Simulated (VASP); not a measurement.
# TiN (Fm-3m) in VASP: notebook

TiN is run at these levels: PBEsol; tasks: single point.

Program: VASP 6.6.1. These are calculated values, not measurements. Logs are shortened: lines on timing, memory, paths and dates and some standing lists are left out, and cuts for length are marked.

## (1) The cell of the first run

Symmetry: Fm-3m, No. 225, cubic system. Conventional cell: a = 4.141 Å, b = 4.141 Å, c = 4.141 Å, α = 90.00°, β = 90.00°, γ = 90.00°. Ti (site symmetry m-3m) has 6 N at 2.07 Å within 2.7 Å. Within 2.7 Å of N (site symmetry m-3m) lie 6 Ti at 2.07 Å.

## (2) Single point, PBEsol

INCAR

```
SYSTEM = TiN
PREC = Accurate
ENCUT = 520
EDIFF = 1E-6
ISMEAR = -1
SIGMA = 0.1
LREAL = .FALSE.
LASPH = .TRUE.
NELM = 100
ALGO = Normal
ISIF = 2
LWAVE = .FALSE.
LCHARG = .TRUE.
GGA = PS
LELF = .TRUE.
LVHAR = .TRUE.
NBANDS = 16
```

KPOINTS

```
Automatic mesh
0
G
  20 20 20
  0 0 0
```

POSCAR

```
TiN
1.0
    0.0000000000      2.0706241703      2.0706241703
    2.0706241703      0.0000000000      2.0706241703
    2.0706241703      2.0706241703      0.0000000000
Ti N
1 1
Direct
    0.0000000000      0.0000000000      0.0000000000
    0.5000000000      0.5000000000      0.5000000000
```

Potentials or basis: VASP PAW PBE potentials, release 64 (Ti_sv, N).

Launch:

```
$ cat potpaw_PBE.64/Ti_sv/POTCAR potpaw_PBE.64/N/POTCAR > POTCAR
$ mpirun -np 1 vasp_std > vasp.out
```

OUTCAR:

```text
SYSTEM = TiN
   PREC = Accurate
   ENCUT = 520
   EDIFF = 1E-6
   ISMEAR = -1
   LREAL = .FALSE.
   LASPH = .TRUE.
   NELM = 100
   ISIF = 2
   GGA = PS

 ion  position               nearest neighbor table
   1  0.000  0.000  0.000-   2 2.07   2 2.07   2 2.07   2 2.07   2 2.07   2 2.07
   2  0.500  0.500  0.500-   1 2.07   1 2.07   1 2.07   1 2.07   1 2.07   1 2.07

  LATTYP: Found a face centered cubic cell.
 ALAT       =     4.1412483406

  Lattice vectors:

 A1 = (   0.0000000000,   2.0706241703,   2.0706241703)
 A2 = (   2.0706241703,   0.0000000000,   2.0706241703)
 A3 = (   2.0706241703,   2.0706241703,   0.0000000000)

Analysis of symmetry for initial positions (statically):
=====================================================================
 Subroutine PRICEL returns:
 Original cell was already a primitive cell.

 Routine SETGRP: Setting up the symmetry group for a
 face centered cubic supercell.

 Subroutine GETGRP returns: Found 48 space group operations
 (whereof 48 operations were pure point group operations)
 out of a pool of 48 trial point group operations.

The static configuration has the point symmetry O_h .

Analysis of symmetry for dynamics (positions and initial velocities):
=====================================================================
 Subroutine PRICEL returns:
 Original cell was already a primitive cell.

 Routine SETGRP: Setting up the symmetry group for a
 face centered cubic supercell.

 Subroutine GETGRP returns: Found 48 space group operations
 (whereof 48 operations were pure point group operations)
 out of a pool of 48 trial point group operations.

The dynamic configuration has the point symmetry O_h .

 Subroutine INISYM returns: Found 48 space group operations
 (whereof 48 operations are pure point group operations),
 and found     1 'primitive' translations

----------------------------------------------------------------------------------------

                                     Primitive cell

  volume of cell :      17.7555

  direct lattice vectors                    reciprocal lattice vectors
     0.000000000  2.070624170  2.070624170    -0.241473082  0.241473082  0.241473082
     2.070624170  0.000000000  2.070624170     0.241473082 -0.241473082  0.241473082
     2.070624170  2.070624170  0.000000000     0.241473082  0.241473082 -0.241473082

  length of vectors
     2.928304784  2.928304784  2.928304784     0.418243647  0.418243647  0.418243647

  position of ions in fractional coordinates (direct lattice)
     0.000000000  0.000000000  0.000000000
     0.500000000  0.500000000  0.500000000

  ion indices of the primitive-cell ions
   primitive index   ion index
                 1           1
                 2           2

----------------------------------------------------------------------------------------

 KPOINTS: Automatic mesh

Automatic generation of k-mesh.
 Grid dimensions read from file:
 generate k-points for:   20   20   20

 Generating k-lattice:

  Cartesian coordinates                     Fractional coordinates (reciprocal lattice)
    -0.012073654  0.012073654  0.012073654     0.050000000  0.000000000  0.000000000
     0.012073654 -0.012073654  0.012073654     0.000000000  0.050000000  0.000000000
     0.012073654  0.012073654 -0.012073654     0.000000000  0.000000000  0.050000000

  Length of vectors
     0.020912182  0.020912182  0.020912182

  Shift w.r.t. Gamma in fractional coordinates (k-lattice)
     0.000000000  0.000000000  0.000000000

 Subroutine IBZKPT returns following result:
 ===========================================

 Found    256 irreducible k-points:

 Following reciprocal coordinates:
            Coordinates               Weight
  0.000000  0.000000  0.000000      1.000000
  0.050000  0.000000  0.000000      8.000000
  0.100000  0.000000  0.000000      8.000000
  0.150000  0.000000  0.000000      8.000000
  0.200000  0.000000  0.000000      8.000000
  0.250000  0.000000  0.000000      8.000000
[... 16 lines left out ...]
 -0.400000  0.050000  0.000000     24.000000
 -0.350000  0.050000  0.000000     24.000000
 [... further k-points ...]
   k-points           NKPTS =    256   k-points in BZ     NKDIM =    256   number of bands    NBANDS=     16
   number of dos      NEDOS =    301   number of ions     NIONS =      2
   total plane-waves  NPLWV =  13824
   dimension x,y,z NGX =    24 NGY =   24 NGZ =   24
   dimension x,y,z NGXF=    48 NGYF=   48 NGZF=   48
   ions per type =               1   1
   NGX,Y,Z   is equivalent  to a cutoff of  13.63, 13.63, 13.63 a.u.
   NGXF,Y,Z  is equivalent  to a cutoff of  27.25, 27.25, 27.25 a.u.
 SYSTEM =  TiN
   PREC   = accura    normal or accurate (medium, high low for compatibility)
   ISTART =      0    job   : 0-new  1-cont  2-samecut
   ICHARG =      2    charge: 1-file 2-atom 10-const
   ISPIN  =      1    spin polarized calculation?
   LNONCOLLINEAR =      F non collinear calculations
   LSORBIT =      F    spin-orbit coupling
   LASPH  =      T    aspherical Exc in radial PAW
   ENCUT  =  520.0 eV  38.22 Ry    6.18 a.u.   5.44  5.44  5.44*2*pi/ulx,y,z
   NELM   =    100;   NELMIN=  2; NELMDL= -5     # of ELM steps
   EDIFF  = 0.1E-05   stopping-criterion for ELM
   LREAL  =      F    real-space projection
   EDIFFG = 0.1E-04   stopping-criterion for IOM
   NSW    =      0    number of steps for IOM
   IBRION =     -1    ionic relax: 0-MD 1-quasi-New 2-CG
   NFREE  =      0    steps in history (QN), initial steepest desc. (CG)
   ISIF   =      2    stress and relaxation
   ISYM   =      2    0-nonsym 1-usesym 2-fastsym
   POTIM  = 0.5000    time-step for ionic-motion
   TEBEG  =    0.0;   TEEND  =   0.0 temperature during run
   PSTRESS=    0.0 pullay stress
   NELECT =      17.0000    total number of electrons
   NUPDOWN=      -1.0000    fix difference up-down
   EMIN   =  10.00;   EMAX   =-10.00  energy-range for DOS
   EFERMI =   0.00;   METHOD = LEGACY
   ISMEAR =    -1;   SIGMA  =   0.10  broadening in eV -4-tet -1-fermi 0-gaus
   EFERMI_NEDOS =   21; number of points for ismear=-14 and -15
   IALGO  =     38    algorithm
   IMIX   =      4    mixing-type and parameters
     AMIX     =   0.40;   BMIX     =  1.00
     AMIX_MAG =   1.60;   BMIX_MAG =  1.00
  volume/ion in A,a.u.               =       8.88        59.91
  Fermi-wavevector in a.u.,A,eV,Ry     =   1.613540  3.049149 35.422942  2.603513
  Thomas-Fermi vector in A             =   2.708593
   LORBIT       =      0    0 simple, 1 ext, 2 COOP (PROOUT), +10 PAW based schemes
   GGA     = PS    functional components
   LHFCALC =     F    Hartree Fock is set to
   AEXX    =    0.0000 exact exchange contribution
   IVDW    =     0    specifies the selected vdW correction
   LEPSILON=     F    determine dielectric tensor
   LRPA    =     F    only Hartree local field effects (RPA)
 non-spin polarized calculation
  energy-cutoff  :      520.00
  volume of cell :       17.76
 maximum number of plane-waves:       531
 NGX is ok and might be reduce to    24
   NGX = 11   NGY = 11   NGZ = 11

 number of electron      17.0000000 magnetization

 Free energy of the ion-electron system (eV)
  ---------------------------------------------------
  ext. energy  EPLUGINS =         0.00000000
  ---------------------------------------------------
  free energy    TOTEN  =       -20.75346769 eV

  energy without entropy =      -20.72924459  energy(sigma->0) =      -20.74135614

 E-fermi :  12.3023     XC(G=0): -13.6248

 val. band max:       12.2904159344   @ k =  -0.1500   0.2000   0.0500
 cond. band min:      12.3053714036   @ k =   0.2500   0.0500   0.0000
 fundamental gap:      0.0149554692
 Fermi energy:        12.3023191940

 k-point     1 :       0.0000    0.0000    0.0000
  band No.  band energies     occupation
      1     -45.1961      2.00000
      2     -21.2149      2.00000
      3     -21.2149      2.00000
      4     -21.2149      2.00000
      5      -5.1714      2.00000
      6      10.1996      2.00000
[... 8 lines left out ...]
     15      25.5813      0.00000
     16      33.0468      0.00000

 k-point     2 :       0.0500    0.0000    0.0000
  band No.  band energies     occupation
      1     -45.1928      2.00000
      2     -21.2373      2.00000
      3     -21.2166      2.00000
      4     -21.2166      2.00000
      5      -5.1149      2.00000
      6       9.8679      2.00000
[... 8 lines left out ...]
     15      25.6481      0.00000
     16      32.9570      0.00000

 k-point     3 :       0.1000    0.0000    0.0000
  band No.  band energies     occupation
      1     -45.1832      2.00000
      2     -21.3018      2.00000
      3     -21.2216      2.00000
      4     -21.2216      2.00000
      5      -4.9496      2.00000
      6       9.1483      2.00000
[... 8 lines left out ...]
     15      25.7981      0.00000
     16      32.7338      0.00000

 k-point     4 :       0.1500    0.0000    0.0000
  band No.  band energies     occupation
      1     -45.1682      2.00000
      2     -21.4010      2.00000
      3     -21.2295      2.00000
      4     -21.2295      2.00000
      5      -4.6861      2.00000
      6       8.2840      2.00000
[... 8 lines left out ...]
     15      25.9052      0.00000
     16      32.2672      0.00000

 k-point     5 :       0.2000    0.0000    0.0000
  band No.  band energies     occupation
      1     -45.1491      2.00000
      2     -21.5238      2.00000
      3     -21.2393      2.00000
      4     -21.2393      2.00000
      5      -4.3414      2.00000
      6       7.3731      2.00000
[... 8 lines left out ...]
     15      25.8734      0.00000
     16      31.5551      0.00000

 k-point     6 :       0.2500    0.0000    0.0000
  band No.  band energies     occupation
      1     -45.1280      2.00000
      2     -21.6573      2.00000
      3     -21.2502      2.00000
      4     -21.2502      2.00000
      5      -3.9378      2.00000
      6       6.4732      2.00000
[... 8 lines left out ...]
     15      25.7826      0.00000
     16      30.6624      0.00000

 k-point     7 :       0.3000    0.0000    0.0000
  band No.  band energies     occupation
      1     -45.1068      2.00000
      2     -21.7881      2.00000
      3     -21.2611      2.00000
      4     -21.2611      2.00000
      5      -3.5036      2.00000
      6       5.6286      2.00000
[... 8 lines left out ...]
     15      25.8407      0.00000
     16      29.7090      0.00000

 k-point     8 :       0.3500    0.0000    0.0000
  band No.  band energies     occupation
      1     -45.0875      2.00000
      2     -21.9040      2.00000
      3     -21.2709      2.00000
      4     -21.2709      2.00000
      5      -3.0747      2.00000
      6       4.8811      2.00000
[... 8 lines left out ...]
     15      26.1352      0.00000
     16      28.8124      0.00000

 k-point     9 :       0.4000    0.0000    0.0000
  band No.  band energies     occupation
      1     -45.0722      2.00000
      2     -21.9947      2.00000
      3     -21.2785      2.00000
      4     -21.2785      2.00000
      5      -2.6978      2.00000
      6       4.2784      2.00000
[... 8 lines left out ...]
     15      26.5476      0.00000
     16      28.0745      0.00000
[... 172 lines left out ...]
 k-point    19 :       0.4000    0.0500    0.0000
  band No.  band energies     occupation
      1     -45.0751      2.00000
      2     -21.9618      2.00000
      3     -21.2889      2.00000
      4     -21.2806      2.00000
      5      -2.8251      2.00000
      6       4.4904      2.00000
[... 8 lines left out ...]
     15      26.3662      0.00000
     16      28.2647      0.00000

 k-point    20 :       0.4500    0.0500    0.0000
  band No.  band energies     occupation
      1     -45.0634      2.00000
      2     -22.0297      2.00000
      3     -21.2914      2.00000
      4     -21.2905      2.00000
      5      -2.5265      2.00000
      6       4.0373      2.00000
[... 8 lines left out ...]
     15      26.7221      0.00000
     16      27.7258      0.00000

 k-point    21 :       0.5000    0.0500    0.0000
  band No.  band energies     occupation
      1     -45.0579      2.00000
      2     -22.0616      2.00000
      3     -21.2976      2.00000
      4     -21.2901      2.00000
      5      -2.3735      2.00000
      6       3.8139      2.00000
[... 8 lines left out ...]
     15      26.8950      0.00000
     16      27.4392      0.00000

 k-point    22 :      -0.4500    0.0500    0.0000
  band No.  band energies     occupation
      1     -45.0590      2.00000
      2     -22.0551      2.00000
      3     -21.3013      2.00000
      4     -21.2853      2.00000
      5      -2.4038      2.00000
      6       3.8577      2.00000
[... 8 lines left out ...]
     15      26.8412      0.00000
     16      27.4557      0.00000

 k-point    23 :      -0.4000    0.0500    0.0000
  band No.  band energies     occupation
      1     -45.0667      2.00000
      2     -22.0106      2.00000
      3     -21.3011      2.00000
      4     -21.2774      2.00000
      5      -2.6094      2.00000
      6       4.1614      2.00000
[... 8 lines left out ...]
     15      26.5892      0.00000
     16      27.7479      0.00000

 k-point    24 :      -0.3500    0.0500    0.0000
  band No.  band energies     occupation
      1     -45.0802      2.00000
      2     -21.9320      2.00000
      3     -21.2971      2.00000
      4     -21.2672      2.00000
      5      -2.9431      2.00000
      6       4.6787      2.00000
[... 8 lines left out ...]
     15      26.2120      0.00000
     16      28.2981      0.00000

 [... further k-points ...]

------------------------ aborting loop because EDIFF is reached ----------------------------------------

  FORCE on cell =-STRESS in cart. coord.  units (eV):
  Direction    XX          YY          ZZ          XY          YZ          ZX
  --------------------------------------------------------------------------------------
  -------------------------------------------------------------------------------------
  Total        1.7172777      1.7172777      1.7172777      0.0000000      0.0000000     -0.0000000
  in kB      154.9591653    154.9591653    154.9591653      0.0000000      0.0000000     -0.0000000
  external PRESSURE =     154.9591653 kB  Pullay stress =       0.0000000 kB

 VOLUME and BASIS-vectors are now :
 -----------------------------------------------------------------------------
  energy-cutoff  :      520.00
  volume of cell :       17.76
      direct lattice vectors                 reciprocal lattice vectors
     0.000000000  2.070624170  2.070624170    -0.241473082  0.241473082  0.241473082
     2.070624170  0.000000000  2.070624170     0.241473082 -0.241473082  0.241473082
     2.070624170  2.070624170  0.000000000     0.241473082  0.241473082 -0.241473082

 POSITION                                       TOTAL-FORCE (eV/Angst)
 -----------------------------------------------------------------------------------
      0.00000      0.00000      0.00000         0.000000     -0.000000     -0.000000
      2.07062      2.07062      2.07062        -0.000000      0.000000      0.000000
 -----------------------------------------------------------------------------------
    total drift:                                0.000000     -0.000000     -0.000000

  FREE ENERGIE OF THE ION-ELECTRON SYSTEM (eV)
  ---------------------------------------------------
  free  energy   TOTEN  =       -20.7534676941 eV

  energy  without entropy=      -20.7292445931  energy(sigma->0) =      -20.74135614
```

Run time: 29 s. Hardware: 1 thread of Intel Xeon 6975P-C (Granite Rapids), shared host; peak memory 0.2 GiB.

Results:

```
Free energy            : -20.7535 eV
Pressure               : 15.5 GPa
Band gap on the k mesh : zero (an odd number of electrons rules out a gap without spin polarisation)
```

Levels at points of the mesh, in eV from the Fermi level:
```
           k point  band 5  band 6  band 7  band 8  band 9  band 10  band 11  band 12  band 13  band 14
(0.00, 0.00, 0.00)  -17.47   -2.10   -2.10   -2.10   -0.69    -0.69    -0.69     0.65     0.65     6.24
(0.50, 0.00, 0.00)  -14.64   -8.57   -5.87   -5.87    1.92     1.92     2.68     6.36     6.38     6.38
(0.50, 0.50, 0.00)  -16.02   -5.99   -3.44   -3.31   -3.31     1.85     2.71     2.71     4.23    11.54
```

Caveat: the cell stands under pressure; the PAW data sets were made with another functional, which shifts forces and pressure a little.

(Continued in part 2 of 2.)
